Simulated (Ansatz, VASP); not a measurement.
**One calculation of KCl, two programs**

```
K Cl
1.0
     0.00000    3.14647    3.02061
     3.14647    0.00000    3.02061
     3.14647    3.14647    0.00000
K Cl
1 1
Direct
  0.00000 0.00000 0.00000
  0.50000 0.50000 0.50000
```

Alike in both runs: task single point; functional PBEsol; k mesh 6 × 6 × 6; occupations fermi-dirac, width 0.05 eV; no spin polarisation.

```csv
,VASP,Ansatz
version,VASP 6.6.1,Ansatz 0.2.0
potentials or method,"VASP PAW PBE potentials, release 64 (K_sv, Cl)",Ansatz PAW
plane-wave cutoff (eV),500,420
valence electrons in the cell,16,16
```

```tsv
	VASP	Ansatz	Ansatz less VASP
gap on the k mesh at the Fermi level (eV)	5.12	5.12	+0.005
least direct gap on the mesh (eV)	5.12	5.12	+0.005
pressure (GPa)	0.5	0.4	-0.04
traceless stress, the component that is largest in VASP (GPa)	1.24	1.21	-0.029
```

VASP's potentials were made for PBE, not for PBEsol. With one functional, cell and mesh, what is left measures potentials, basis and numerics.
